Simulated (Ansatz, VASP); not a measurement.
Ga3Sb: VASP beside Ansatz

INCAR

```
SYSTEM = Ga3Sb
PREC     = Accurate       ! precision mode
ENCUT    = 520            ! plane-wave cutoff, eV
EDIFF    = 1E-6           ! SCF threshold, eV
ISMEAR   = 0              ! smearing method
SIGMA    = 0.15           ! smearing width, eV
LREAL    = .FALSE.        ! projectors in reciprocal space
LASPH    = .TRUE.         ! aspherical terms in the spheres
NELM     = 100            ! most SCF steps
ALGO     = Fast           ! electronic algorithm
ISIF     = 2              ! what is computed and relaxed
LWAVE    = .FALSE.        ! write WAVECAR
LCHARG   = .FALSE.        ! write CHGCAR
GGA      = PS             ! functional
IVDW     = 12             ! dispersion correction
NBANDS   = 30             ! bands
```

File KPOINTS:

```
regular mesh
0
G
  14 14 14
  0 0 0
```

The input POSCAR:

```
Ga3Sb
1.0
   -2.0983717970      2.0983717970      4.0972807707
    2.0983717970     -2.0983717970      4.0972807707
    2.0983717970      2.0983717970     -4.0972807707
Ga Sb
3 1
Direct
    0.7500000000      0.2500000000      0.5000000000
    0.2500000000      0.7500000000      0.5000000000
    0.5000000000      0.5000000000      0.0000000000
    0.0000000000      0.0000000000      0.0000000000
```

Input for Ansatz:

```yaml
crystal:
  lattice:
    - [-2.098371797, 2.098371797, 4.0972807707]
    - [2.098371797, -2.098371797, 4.0972807707]
    - [2.098371797, 2.098371797, -4.0972807707]
  atoms:
    - { symbol: Ga, position: [0.75, 0.25, 0.5] }
    - { symbol: Ga, position: [0.25, 0.75, 0.5] }
    - { symbol: Ga, position: [0.5, 0.5, 0.0] }
    - { symbol: Sb, position: [0.0, 0.0, 0.0] }
basis:
  ecutwfc: 420
kpoints:
  mp_grid: { grid: [14, 14, 14] }
hamiltonian:
  xc: pbesol
  pseudopotentials: { kind: paw, azcp: { folder: soft_1 } }
  dispersion: d3bj
scf:
  occupations: { method: gaussian, width: 0.15 }
output:
  forces: true
  stress: true
  eigenvalues: true
```

Alike in both runs: task single point; functional PBEsol; dispersion D3(BJ); k mesh 14 × 14 × 14; occupations gaussian, width 0.15 eV; no spin polarisation.

|  | VASP | Ansatz |
| --- | --- | --- |
| version | VASP 6.6.1 | Ansatz 0.2.0 |
| potentials or method | VASP PAW PBE potentials, release 64 (Ga_d, Sb), cutoff 520 eV | scalar-relativistic, plane waves, PAW |
| valence electrons in the cell | 44 | 54 |

Ansatz gave:

```
gap on the k mesh at the Fermi level (eV)                     : none
pressure (GPa)                                                : 6.5
traceless stress, the component that is largest in VASP (GPa) : -0.08
```

Estimate VASP's values.

gap on the k mesh at the Fermi level (eV): none; pressure (GPa): 6.6; traceless stress, the component that is largest in VASP (GPa): -0.07.

VASP's potentials were made for PBE, not for PBEsol, and Ansatz warns of the same on its side. A gap of «none» marks a metal or a gap that the smearing closes. VASP's potentials hold 44 valence electrons a cell and Ansatz's 54, so a difference there can come from the potentials and not from the codes.

Spin-orbit coupling is off throughout.
